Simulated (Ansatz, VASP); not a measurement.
AlCr2C: VASP beside Ansatz

```xyz
4
Lattice="2.8200 0.0000 0.0000 -1.4100 2.4422 0.0000 0.0000 0.0000 6.5358" Properties=species:S:1:pos:R:3 pbc="T T T"
Al    0.0000    0.0000    0.0000
Cr    0.0000    1.6281    2.1881
Cr    1.4100    0.8141    4.3476
C     0.0000    0.0000    3.2679
```

Alike in both runs: functional PBE; k mesh 18 × 18 × 8; occupations gaussian, width 0.1 eV; collinear spin.

Ansatz relaxed the structure, and its values are those at the end. VASP's run is a single point on that final structure, the one shown.

```csv
,VASP,Ansatz
version,VASP 6.6.1,Ansatz 0.2.0
potentials or method,"VASP PAW PBE potentials, release 64 (Al, Cr_pv, C), cutoff 520 eV","scalar-relativistic, plane waves, PAW"
valence electrons in the cell,31,35
```

|  | VASP | Ansatz | Ansatz less VASP |
| --- | --- | --- | --- |
| gap on the k mesh at the Fermi level (eV) | none | none | - |
| pressure (GPa) | 0.2 | 0.0 | -0.18 |
| rms of the force components (eV/Å) | 0.021 | 0.002 | -0.0191 |
| net moment per atom (μB) | 0.29 | 0.29 | -0.003 |
| size of the moment on the site where the two differ most (μB) | 0.55 | 0.45 | -0.103 |

Site moments also hang on the region over which each program counts them. A gap of «none» marks a metal or a gap that the smearing closes. VASP's potentials hold 31 valence electrons a cell and Ansatz's 35, so a difference there can come from the potentials and not from the codes.
